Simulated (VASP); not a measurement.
A run of VASP 6.6.1 is set up as follows.

INCAR

```
SYSTEM = CuO
ALGO     = Normal         ! electronic algorithm
EDIFF    = 1E-6           ! SCF threshold, eV
ENCUT    = 520            ! plane-wave cutoff, eV
GGA      = PE             ! functional
ISIF     = 2              ! what is computed and relaxed
ISMEAR   = -1             ! smearing method
LASPH    = .TRUE.         ! aspherical terms in the spheres
LCHARG   = .TRUE.         ! write CHGCAR
LELF     = .TRUE.         ! ELF
LREAL    = .FALSE.        ! projectors in reciprocal space
LVHAR    = .TRUE.       
LWAVE    = .FALSE.        ! write WAVECAR
NBANDS   = 25             ! bands
NELM     = 80             ! most SCF steps
PREC     = Accurate       ! precision mode
SIGMA    = 0.05           ! smearing width, eV
```

Contents of KPOINTS:

```
k-points
0
G
  8 8 6
  0 0 0
```

POSCAR

```
CuO
1.0
    2.9461145432      0.0000000000      0.0000000000
    0.0000000000      2.9461145432      0.0000000000
    0.0000000000      0.0000000000      5.1566338920
Cu O
2 2
Direct
    0.0000000000      0.5000000000      0.0000000000
    0.5000000000      0.0000000000      0.5000000000
    0.0000000000      0.0000000000      0.2500000000
    0.0000000000      0.0000000000      0.7500000000
```

Potentials or basis: VASP PAW PBE potentials, release 64 (Cu, O).

Run with:

```sh
$ cat potpaw_PBE.64/Cu/POTCAR potpaw_PBE.64/O/POTCAR > POTCAR
$ mpirun -np 1 vasp_std > vasp.out
```

**Question.** What does it give for the band gap on the k mesh?

**Answer.** Zero (band 17 reaches 5.44 eV, above the bottom of band 18 at 4.25 eV).

**Question.** What does it give for the pressure?

**Answer.** 0.7 GPa.

Stress tensor (GPa, compression positive):
```
0.56 0.00 0.00
0.00 0.56 0.00
0.00 0.00 0.99
```

Caveat: semilocal functionals often make such compounds metallic where correlation or magnetic order opens a gap, which also shifts bond lengths. With open d or f shells a metallic result of PBE can be an artefact of self-interaction; +U or a hybrid may open a gap.
